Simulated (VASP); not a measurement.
# PtSe2 (P-3m1) in VASP: a series of runs

The runs below take PtSe2 through single point, with PBEsol.

Everything below comes from runs of VASP 6.6.1. Logs are shortened: lines on timing, memory, paths and dates and some standing lists are left out, and cuts for length are marked.

## 1. The cell of the first run

It takes space group P-3m1 (No. 164, trigonal). The conventional cell has a = 3.706 Å, b = 3.706 Å, c = 4.482 Å, α = 90.00°, β = 90.00°, γ = 120.00°. Within 3.3 Å of Pt (site symmetry -3m) lie 6 Se at 2.48 Å. Se (site symmetry 3m) has 3 Pt at 2.48 Å and 6 Se at 2.91 to 3.30 Å within 3.3 Å.

## 2. Single point, PBEsol

INCAR reads:

```
  PREC = Accurate
  ENCUT = 520
  EDIFF = 1E-6
  ISMEAR = -1
  SIGMA = 0.05
  LREAL = F
  LASPH = T
  NELM = 60
  ALGO = Normal
  ISIF = 2
  LWAVE = F
  LCHARG = T
  GGA = PS
  LELF = T
  LVHAR = T
  NBANDS = 18
```

KPOINTS reads:

```
regular mesh
0
Gamma
  8 8 5
```

POSCAR reads:

```
PtSe2
1.0
    3.7055848107      0.0000000000      0.0000000000
   -1.8527924054      3.2091305820      0.0000000000
    0.0000000000      0.0000000000      4.4824015750
Pt Se
1 2
Direct
    0.0000000000      0.0000000000      0.0000000000
    0.6666666667      0.3333333333      0.7204405912
    0.3333333333      0.6666666667      0.2795594088
```

Potentials or basis: VASP PAW PBE potentials, release 64 (Pt, Se).

The run is started by

```bash
cat potpaw_PBE.64/Pt/POTCAR potpaw_PBE.64/Se/POTCAR > POTCAR
mpirun -np 1 vasp_std > vasp.out
```

OUTCAR:

```text
PREC = Accurate
   ENCUT = 520
   EDIFF = 1E-6
   ISMEAR = -1
   LREAL = F
   LASPH = T
   NELM = 60
   ISIF = 2
   GGA = PS

 ion  position               nearest neighbor table
   1  0.000  0.000  0.000-   2 2.48   3 2.48   2 2.48   3 2.48   2 2.48   3 2.48
   2  0.667  0.333  0.720-   1 2.48   1 2.48   1 2.48
   3  0.333  0.667  0.280-   1 2.48   1 2.48   1 2.48

  LATTYP: Found a hexagonal cell.
 ALAT       =     3.7055848107
 C/A-ratio  =     1.2096340535

  Lattice vectors:

 A1 = (   3.7055848107,   0.0000000000,   0.0000000000)
 A2 = (  -1.8527924054,   3.2091305820,   0.0000000000)
 A3 = (   0.0000000000,   0.0000000000,   4.4824015750)

Analysis of symmetry for initial positions (statically):
=====================================================================
 Subroutine PRICEL returns:
 Original cell was already a primitive cell.

 Routine SETGRP: Setting up the symmetry group for a
 hexagonal supercell.

 Subroutine GETGRP returns: Found 12 space group operations
 (whereof 12 operations were pure point group operations)
 out of a pool of 24 trial point group operations.

The static configuration has the point symmetry D_3d.

Analysis of symmetry for dynamics (positions and initial velocities):
=====================================================================
 Subroutine PRICEL returns:
 Original cell was already a primitive cell.

 Routine SETGRP: Setting up the symmetry group for a
 hexagonal supercell.

 Subroutine GETGRP returns: Found 12 space group operations
 (whereof 12 operations were pure point group operations)
 out of a pool of 24 trial point group operations.

The dynamic configuration has the point symmetry D_3d.

 Subroutine INISYM returns: Found 12 space group operations
 (whereof 12 operations are pure point group operations),
 and found     1 'primitive' translations

----------------------------------------------------------------------------------------

                                     Primitive cell

  volume of cell :      53.3034

  direct lattice vectors                    reciprocal lattice vectors
     3.705584811  0.000000000  0.000000000     0.269862937  0.155805439  0.000000000
    -1.852792405  3.209130582  0.000000000     0.000000000  0.311610879  0.000000000
     0.000000000  0.000000000  4.482401575     0.000000000  0.000000000  0.223094692

  length of vectors
     3.705584811  3.705584811  4.482401575     0.311610879  0.311610879  0.223094692

  position of ions in fractional coordinates (direct lattice)
     0.000000000  0.000000000  0.000000000
     0.666666667  0.333333333  0.720440591
     0.333333333  0.666666667  0.279559409

  ion indices of the primitive-cell ions
   primitive index   ion index
                 1           1
                 2           2
                 3           3

----------------------------------------------------------------------------------------

 KPOINTS: regular mesh

Automatic generation of k-mesh.
 Grid dimensions read from file:
 generate k-points for:    8    8    5

 Generating k-lattice:

  Cartesian coordinates                     Fractional coordinates (reciprocal lattice)
     0.033732867  0.019475680  0.000000000     0.125000000  0.000000000  0.000000000
     0.000000000  0.038951360  0.000000000     0.000000000  0.125000000  0.000000000
     0.000000000  0.000000000  0.044618938     0.000000000  0.000000000  0.200000000

  Length of vectors
     0.038951360  0.038951360  0.044618938

  Shift w.r.t. Gamma in fractional coordinates (k-lattice)
     0.000000000  0.000000000  0.000000000

 Subroutine IBZKPT returns following result:
 ===========================================

 Found     40 irreducible k-points:

 Following reciprocal coordinates:
            Coordinates               Weight
  0.000000  0.000000  0.000000      1.000000
  0.125000  0.000000  0.000000      6.000000
  0.250000  0.000000  0.000000      6.000000
  0.375000  0.000000  0.000000      6.000000
  0.500000  0.000000  0.000000      3.000000
  0.125000  0.125000  0.000000      6.000000
[... 16 lines left out ...]
 -0.125000  0.500000  0.200000     12.000000
  0.250000  0.250000  0.200000     12.000000
 [... further k-points ...]
   k-points           NKPTS =     40   k-points in BZ     NKDIM =     40   number of bands    NBANDS=     18
   number of dos      NEDOS =    301   number of ions     NIONS =      3
   total plane-waves  NPLWV =  28224
   dimension x,y,z NGX =    28 NGY =   28 NGZ =   36
   dimension x,y,z NGXF=    56 NGYF=   56 NGZF=   72
   ions per type =               1   2
   NGX,Y,Z   is equivalent  to a cutoff of  12.56, 12.56, 13.35 a.u.
   NGXF,Y,Z  is equivalent  to a cutoff of  25.12, 25.12, 26.70 a.u.
 SYSTEM =  unknown system
   PREC   = accura    normal or accurate (medium, high low for compatibility)
   ISTART =      0    job   : 0-new  1-cont  2-samecut
   ICHARG =      2    charge: 1-file 2-atom 10-const
   ISPIN  =      1    spin polarized calculation?
   LNONCOLLINEAR =      F non collinear calculations
   LSORBIT =      F    spin-orbit coupling
   LASPH  =      T    aspherical Exc in radial PAW
   ENCUT  =  520.0 eV  38.22 Ry    6.18 a.u.   6.89  6.89  8.33*2*pi/ulx,y,z
   NELM   =     60;   NELMIN=  2; NELMDL= -5     # of ELM steps
   EDIFF  = 0.1E-05   stopping-criterion for ELM
   LREAL  =      F    real-space projection
   EDIFFG = 0.1E-04   stopping-criterion for IOM
   NSW    =      0    number of steps for IOM
   IBRION =     -1    ionic relax: 0-MD 1-quasi-New 2-CG
   NFREE  =      0    steps in history (QN), initial steepest desc. (CG)
   ISIF   =      2    stress and relaxation
   ISYM   =      2    0-nonsym 1-usesym 2-fastsym
   POTIM  = 0.5000    time-step for ionic-motion
   TEBEG  =    0.0;   TEEND  =   0.0 temperature during run
   PSTRESS=    0.0 pullay stress
   NELECT =      22.0000    total number of electrons
   NUPDOWN=      -1.0000    fix difference up-down
   EMIN   =  10.00;   EMAX   =-10.00  energy-range for DOS
   EFERMI =   0.00;   METHOD = LEGACY
   ISMEAR =    -1;   SIGMA  =   0.05  broadening in eV -4-tet -1-fermi 0-gaus
   EFERMI_NEDOS =   21; number of points for ismear=-14 and -15
   IALGO  =     38    algorithm
   IMIX   =      4    mixing-type and parameters
     AMIX     =   0.40;   BMIX     =  1.00
     AMIX_MAG =   1.60;   BMIX_MAG =  1.00
  volume/ion in A,a.u.               =      17.77       119.90
  Fermi-wavevector in a.u.,A,eV,Ry     =   1.218889  2.303366 20.214039  1.485690
  Thomas-Fermi vector in A             =   2.354160
   LORBIT       =      0    0 simple, 1 ext, 2 COOP (PROOUT), +10 PAW based schemes
   GGA     = PS    functional components
   LHFCALC =     F    Hartree Fock is set to
   AEXX    =    0.0000 exact exchange contribution
   IVDW    =     0    specifies the selected vdW correction
   LEPSILON=     F    determine dielectric tensor
   LRPA    =     F    only Hartree local field effects (RPA)
 non-spin polarized calculation
  energy-cutoff  :      520.00
  volume of cell :       53.30
 maximum number of plane-waves:      1455
   NGX = 13   NGY = 13   NGZ = 17

 number of electron      22.0000000 magnetization

 Free energy of the ion-electron system (eV)
  ---------------------------------------------------
  ext. energy  EPLUGINS =         0.00000000
  ---------------------------------------------------
  free energy    TOTEN  =       -15.75242122 eV

  energy without entropy =      -15.74897131  energy(sigma->0) =      -15.75069626

 E-fermi :   8.1037     XC(G=0): -11.5723

 val. band max:        8.0031792179   @ k =   0.0000   0.0000   0.2000
 cond. band min:       8.2018289847   @ k =   0.0000   0.3750   0.2000
 fundamental gap:      0.1986497668
 Fermi energy:         8.1037216396

 k-point     1 :       0.0000    0.0000    0.0000
  band No.  band energies     occupation
      1      -8.5431      2.00000
      2      -4.3986      2.00000
      3       0.2274      2.00000
      4       1.2532      2.00000
      5       1.2532      2.00000
      6       3.9593      2.00000
[... 10 lines left out ...]
     17      15.1727      0.00000
     18      19.6325      0.00000

 k-point     2 :       0.1250    0.0000    0.0000
  band No.  band energies     occupation
      1      -8.3559      2.00000
      2      -4.5667      2.00000
      3       0.4552      2.00000
      4       1.3738      2.00000
      5       1.4962      2.00000
      6       3.6881      2.00000
[... 10 lines left out ...]
     17      15.6597      0.00000
     18      18.0397      0.00000

 k-point     3 :       0.2500    0.0000    0.0000
  band No.  band energies     occupation
      1      -7.8275      2.00000
      2      -4.9768      2.00000
      3       1.0807      2.00000
      4       1.6918      2.00000
      5       1.8777      2.00000
      6       2.7456      2.00000
[... 10 lines left out ...]
     17      16.2423      0.00000
     18      16.6941      0.00000

 k-point     4 :       0.3750    0.0000    0.0000
  band No.  band energies     occupation
      1      -7.0736      2.00000
      2      -5.5047      2.00000
      3       0.8302      2.00000
      4       1.9550      2.00000
      5       2.0473      2.00000
      6       3.2399      2.00000
[... 375 lines left out ...]
      4       1.5494      2.00000
      5       2.3922      2.00000
      6       2.5960      2.00000
[... 10 lines left out ...]
     17      17.4412      0.00000
     18      18.0608      0.00000

 k-point    23 :      -0.1250    0.5000    0.2000
  band No.  band energies     occupation
      1      -6.6200      2.00000
      2      -5.6477      2.00000
      3       0.1721      2.00000
      4       1.2844      2.00000
      5       1.9595      2.00000
      6       3.3590      2.00000
[... 10 lines left out ...]
     17      16.8948      0.00000
     18      19.0687      0.00000

 k-point    24 :       0.2500    0.2500    0.2000
  band No.  band energies     occupation
      1      -6.6074      2.00000
      2      -5.6848      2.00000
      3       0.7308      2.00000
      4       1.1729      2.00000
      5       1.7425      2.00000
      6       2.9720      2.00000
[... 10 lines left out ...]
     17      16.3384      0.00000
     18      17.6352      0.00000

 [... further k-points ...]

------------------------ aborting loop because EDIFF is reached ----------------------------------------

  FORCE on cell =-STRESS in cart. coord.  units (eV):
  Direction    XX          YY          ZZ          XY          YZ          ZX
  --------------------------------------------------------------------------------------
  -------------------------------------------------------------------------------------
  Total        3.3774624      3.3774624      3.3548426     -0.0000000     -0.0000000     -0.0000000
  in kB      101.5187354    101.5187354    100.8388363     -0.0000000     -0.0000000     -0.0000000
  external PRESSURE =     101.2921023 kB  Pullay stress =       0.0000000 kB

 VOLUME and BASIS-vectors are now :
 -----------------------------------------------------------------------------
  energy-cutoff  :      520.00
  volume of cell :       53.30
      direct lattice vectors                 reciprocal lattice vectors
     3.705584811  0.000000000  0.000000000     0.269862937  0.155805439  0.000000000
    -1.852792405  3.209130582  0.000000000     0.000000000  0.311610879  0.000000000
     0.000000000  0.000000000  4.482401575     0.000000000  0.000000000  0.223094692

 POSITION                                       TOTAL-FORCE (eV/Angst)
 -----------------------------------------------------------------------------------
      0.00000      0.00000      0.00000        -0.000000      0.000000      0.000000
      1.85279      1.06971      3.22930        -0.000000      0.000000     -0.020271
     -0.00000      2.13942      1.25310         0.000000     -0.000000      0.020271
 -----------------------------------------------------------------------------------
    total drift:                               -0.000000      0.000000      0.000000

  FREE ENERGIE OF THE ION-ELECTRON SYSTEM (eV)
  ---------------------------------------------------
  free  energy   TOTEN  =       -15.7524212243 eV

  energy  without entropy=      -15.7489713056  energy(sigma->0) =      -15.75069626
```

Wall time 20 s (1 thread of Intel Xeon 6975P-C (Granite Rapids), shared host); peak memory 0.19 GiB.

Results:

* Free energy: -15.7524 eV
* Pressure: 10.1 GPa
* Largest force: 0.020 eV/Å
* Band gap on the k mesh: zero (bands 11 and 12 overlap by 0.76 eV)

Forces on the atoms (eV/Å):
```
Pt   0.000  0.000  0.000
Se   0.000  0.000 -0.020
Se   0.000  0.000  0.020
```

Levels at points of the mesh, in eV from the Fermi level:
```csv
k point,band 7,band 8,band 9,band 10,band 11,band 12,band 13,band 14,band 15,band 16
"(0.00, 0.00, 0.00)",-4.14,-2.66,-1.14,-1.14,0.64,0.64,0.96,2.80,4.52,7.07
"(0.50, 0.00, 0.00)",-4.50,-3.64,-3.62,-3.55,-3.22,0.39,3.00,5.40,6.36,6.96
```

Caveat: the cell stands under pressure; the PAW data sets were made with another functional, which shifts forces and pressure a little; spin-orbit coupling is left out, which moves the levels of the heavy elements.

## 3. Single point, PBEsol

This run uses another cell than the first one, of 18.54 Å³/atom.

INCAR reads:

```
SYSTEM = PtSe2
  ALGO = Normal
  EDIFF = 1E-6
  ENCUT = 520
  GGA = PS
  ISIF = 2
  ISMEAR = -1
  LASPH = .TRUE.
  LCHARG = .TRUE.
  LELF = .TRUE.
  LREAL = .FALSE.
  LVHAR = .TRUE.
  LWAVE = .FALSE.
  NBANDS = 18
  NELM = 60
  PREC = Accurate
  SIGMA = 0.05
```

KPOINTS reads:

```
k-points
0
G
  8 8 5
  0 0 0
```

POSCAR reads:

```
PtSe2
1.0
    3.7302633599      0.0000000000      0.0000000000
   -1.8651316799      3.2305028324      0.0000000000
    0.0000000000      0.0000000000      4.6151011061
Pt Se
1 2
Direct
    0.0000000000      0.0000000000      0.0000000000
    0.6666666667      0.3333333333      0.7264516578
    0.3333333333      0.6666666667      0.2735483422
```

Potentials or basis: VASP PAW PBE potentials, release 64 (Pt, Se).

The run is started by

```bash
cat potpaw_PBE.64/Pt/POTCAR potpaw_PBE.64/Se/POTCAR > POTCAR
mpirun -np 1 vasp_std > vasp.out
```

Wall time 20 s (1 thread of Intel Xeon 6975P-C (Granite Rapids), shared host); peak memory 0.19 GiB.

The run converged. Its results:

| Quantity | Value |
| --- | --- |
| Free energy | -15.8598 eV |
| Pressure | 5.1 GPa |
| Largest force | 0.019 eV/Å |
| Band gap on the k mesh | zero (bands 11 and 12 overlap by 0.94 eV) |

Forces on the atoms (eV/Å):
```
Pt   0.000  0.000  0.000
Se   0.000  0.000 -0.019
Se   0.000  0.000  0.019
```

Levels at points of the mesh, in eV from the Fermi level:
| k point | band 7 | band 8 | band 9 | band 10 | band 11 | band 12 | band 13 | band 14 | band 15 | band 16 |
| --- | --- | --- | --- | --- | --- | --- | --- | --- | --- | --- |
| (0.00, 0.00, 0.00) | -4.03 | -2.60 | -1.10 | -1.10 | 0.82 | 0.82 | 0.93 | 2.92 | 4.30 | 7.11 |
| (0.50, 0.00, 0.00) | -4.19 | -3.73 | -3.52 | -3.45 | -3.11 | 0.40 | 2.77 | 5.21 | 6.20 | 6.94 |

Caveat: the cell stands under pressure; the PAW data sets were made with another functional, which shifts forces and pressure a little; spin-orbit coupling is left out, which moves the levels of the heavy elements.

The gap in the log of VASP goes by the Fermi energy; the results here count the filled bands.